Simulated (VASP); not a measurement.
# CdF2 (Fm-3m) in VASP: further runs, part 2 of 2

VASP 6.6.1.

## (5) Single point, PBE (13.30 Å³/atom)

This run uses another cell than the first one, of 13.30 Å³/atom.

File INCAR:

```
  ALGO = Normal
  EDIFF = 1E-7
  ENCUT = 520
  GGA = PE
  ISIF = 2
  ISMEAR = -1
  LASPH = T
  LCHARG = F
  LREAL = F
  LWAVE = F
  NBANDS = 20
  NELM = 60
  PREC = Accurate
  SIGMA = 0.05
```

File KPOINTS:

```
k-points
0
Gamma
  9 9 9
```

File POSCAR:

```
CdF2
1.0
    0.0000000000      2.7118415796      2.7118415796
    2.7118415796      0.0000000000      2.7118415796
    2.7118415796      2.7118415796      0.0000000000
Cd F
1 2
Direct
    0.0000000000      0.0000000000      0.0000000000
    0.7500000000      0.7500000000      0.7500000000
    0.2500000000      0.2500000000      0.2500000000
```

Potentials or basis: VASP PAW PBE potentials, release 64 (Cd, F).

The run is started by

```bash
$ cat potpaw_PBE.64/Cd/POTCAR potpaw_PBE.64/F/POTCAR > POTCAR
$ mpirun -np 1 vasp_std > vasp.out
```

OUTCAR:

```text
EDIFF = 1E-7
   ENCUT = 520
   GGA = PE
   ISIF = 2
   ISMEAR = -1
   LASPH = T
   LREAL = F
   NELM = 60
   PREC = Accurate

 ion  position               nearest neighbor table
   1  0.000  0.000  0.000-   2 2.35   2 2.35   3 2.35   3 2.35   2 2.35   2 2.35   3 2.35   3 2.35

   2  0.750  0.750  0.750-   1 2.35   1 2.35   1 2.35   1 2.35
   3  0.250  0.250  0.250-   1 2.35   1 2.35   1 2.35   1 2.35

[... 746 lines left out ...]
------------------------ aborting loop because EDIFF is reached ----------------------------------------

  FORCE on cell =-STRESS in cart. coord.  units (eV):
  Direction    XX          YY          ZZ          XY          YZ          ZX
  --------------------------------------------------------------------------------------
  -------------------------------------------------------------------------------------
  Total        0.9592368      0.9592368      0.9592368     -0.0000000      0.0000000      0.0000000
  in kB       38.5312847     38.5312847     38.5312847     -0.0000000      0.0000000      0.0000000
  external PRESSURE =      38.5312847 kB  Pullay stress =       0.0000000 kB

 VOLUME and BASIS-vectors are now :
 -----------------------------------------------------------------------------
  energy-cutoff  :      520.00
  volume of cell :       39.89
      direct lattice vectors                 reciprocal lattice vectors
     0.000000000  2.711841580  2.711841580    -0.184376552  0.184376552  0.184376552
     2.711841580  0.000000000  2.711841580     0.184376552 -0.184376552  0.184376552
     2.711841580  2.711841580  0.000000000     0.184376552  0.184376552 -0.184376552

 POSITION                                       TOTAL-FORCE (eV/Angst)
 -----------------------------------------------------------------------------------
      0.00000      0.00000      0.00000         0.000000     -0.000000      0.000000
      4.06776      4.06776      4.06776         0.000000      0.000000     -0.000000
      1.35592      1.35592      1.35592        -0.000000     -0.000000      0.000000
 -----------------------------------------------------------------------------------
    total drift:                                0.000000     -0.000000      0.000000

  FREE ENERGIE OF THE ION-ELECTRON SYSTEM (eV)
  ---------------------------------------------------
  free  energy   TOTEN  =       -10.8854314552 eV

  energy  without entropy=      -10.8854314551  energy(sigma->0) =      -10.88543146
```

OSZICAR:

```text
N       E                     dE             d eps       ncg     rms          rms(c)
DAV:   1     0.201630029272E+03    0.20163E+03   -0.15560E+04  1416   0.132E+03
DAV:   2    -0.358499120695E+01   -0.20522E+03   -0.19605E+03  1552   0.345E+02
DAV:   3    -0.125799400873E+02   -0.89949E+01   -0.89726E+01  1624   0.787E+01
DAV:   4    -0.126196017214E+02   -0.39662E-01   -0.39660E-01  1496   0.544E+00
DAV:   5    -0.126197467176E+02   -0.14500E-03   -0.14500E-03  1592   0.292E-01    0.999E+00
DAV:   6    -0.108547884490E+02    0.17650E+01   -0.40314E+00  1772   0.379E+01    0.721E+00
DAV:   7    -0.109020900862E+02   -0.47302E-01   -0.91935E-01  1452   0.859E+00    0.412E+00
DAV:   8    -0.108943804877E+02    0.77096E-02   -0.14925E-01  1432   0.356E+00    0.731E-01
DAV:   9    -0.108847331408E+02    0.96473E-02   -0.37028E-02  1684   0.232E+00    0.907E-02
DAV:  10    -0.108853021838E+02   -0.56904E-03   -0.29974E-03  1452   0.609E-01    0.123E-01
DAV:  11    -0.108854074231E+02   -0.10524E-03   -0.15377E-04  1524   0.123E-01    0.397E-02
DAV:  12    -0.108854298757E+02   -0.22453E-04   -0.45053E-05  1448   0.571E-02    0.186E-02
DAV:  13    -0.108854316982E+02   -0.18225E-05   -0.76714E-06  1504   0.225E-02    0.367E-03
DAV:  14    -0.108854314201E+02    0.27813E-06   -0.69712E-07  1536   0.103E-02    0.113E-03
DAV:  15    -0.108854314552E+02   -0.35161E-07   -0.84115E-08  1224   0.269E-03
   1 F= -.10885431E+02 E0= -.10885431E+02  d E =-.115257E-09
```

stdout:

```text
POSCAR found type information on POSCAR CdF
 POSCAR found :  2 types and       3 ions
 scaLAPACK will be used
 LDA part: xc-table for (Slater+PW92), standard interpolation
 POSCAR, INCAR and KPOINTS ok, starting setup
 FFT: planning ... GRIDC
 FFT: planning ... GRID_SOFT
 FFT: planning ... GRID
 WAVECAR not read
 entering main loop
```

It took 42 s on 1 thread of Intel Xeon Platinum 8175M at 2.50GHz (Skylake/Cascade Lake), shared host; peak memory 0.18 GiB.

Results:

| Property | Result |
| --- | --- |
| Free energy | -10.8854 eV |
| Pressure | 3.9 GPa |
| Band gap on the k mesh | 3.03 eV (least direct gap 3.52 eV) |

Caveat: the cell stands under pressure; an odd mesh through Γ misses points on the zone boundary, where band edges can lie.

## (6) Single point, PBE (13.56 Å³/atom)

This run uses another cell than the first one, of 13.56 Å³/atom.

File INCAR:

```
ALGO = Normal
EDIFF = 1E-6
ENCUT = 520
GGA = PE
ISIF = 2
ISMEAR = -1
LASPH = True
LCHARG = False
LREAL = False
LWAVE = False
NBANDS = 20
NELM = 80
PREC = Accurate
SIGMA = 0.05
```

KPOINTS is that of step 5.

File POSCAR:

```
CdF2
1.0
    0.0000000000      2.7294514339      2.7294514339
    2.7294514339      0.0000000000      2.7294514339
    2.7294514339      2.7294514339      0.0000000000
Cd F
1 2
Direct
    0.0000000000      0.0000000000      0.0000000000
    0.7500000000      0.7500000000      0.7500000000
    0.2500000000      0.2500000000      0.2500000000
```

Potentials or basis: VASP PAW PBE potentials, release 64 (Cd, F).

The run is started by

```bash
$ cat potpaw_PBE.64/Cd/POTCAR potpaw_PBE.64/F/POTCAR > POTCAR
$ mpirun -np 1 vasp_std > vasp.out
```

Wall time 38 s (1 thread of Intel Xeon Platinum 8175M at 2.50GHz (Skylake/Cascade Lake), shared host); peak memory 0.18 GiB.

Results (log left out):

```yaml
Free_energy: -10.9007 eV
Pressure: 1.8 GPa
Band_gap_on_the_k_mesh: 2.96 eV (least direct gap 3.47 eV)
```

Levels at points of the mesh, in eV from the valence-band top:
| k point | band 9 | band 10 | band 11 | band 12 | band 13 | band 14 | band 15 | band 16 | band 17 | band 18 |
| --- | --- | --- | --- | --- | --- | --- | --- | --- | --- | --- |
| (0.00, 0.00, 0.00) | -0.85 | -0.85 | -0.52 | -0.52 | -0.52 | 2.96 | 12.54 | 12.54 | 12.54 | 17.31 |

Caveat: an odd mesh through Γ misses points on the zone boundary, where band edges can lie.

## (7) The runs side by side

```csv
cell,smearing,gap on the mesh (eV),pressure (GPa)
"a = 3.810 Å, angles 60.0°, 3 atoms",gaussian 0.011 eV,3.10,6.2
"a = 3.876 Å, angles 60.0°, 3 atoms",fermi-dirac 0.05 eV,2.91,0.5
"a = 3.732 Å, angles 60.0°, 3 atoms",fermi-dirac 0.05 eV,3.32,15.0
"a = 3.835 Å, angles 60.0°, 3 atoms",fermi-dirac 0.05 eV,3.03,3.9
"a = 3.860 Å, angles 60.0°, 3 atoms",fermi-dirac 0.05 eV,2.96,1.8
```

Alike in all rows: task single point; level PBE; potentials or basis VASP PAW PBE potentials, release 64 (Cd, F); no spin polarisation; k mesh 9 × 9 × 9; cutoff (eV) 520.

Caveats: an odd mesh through Γ misses points on the zone boundary, where band edges can lie; the cell stands under pressure (at least some runs).

Absolute energies hang on the potentials; compare differences alone.
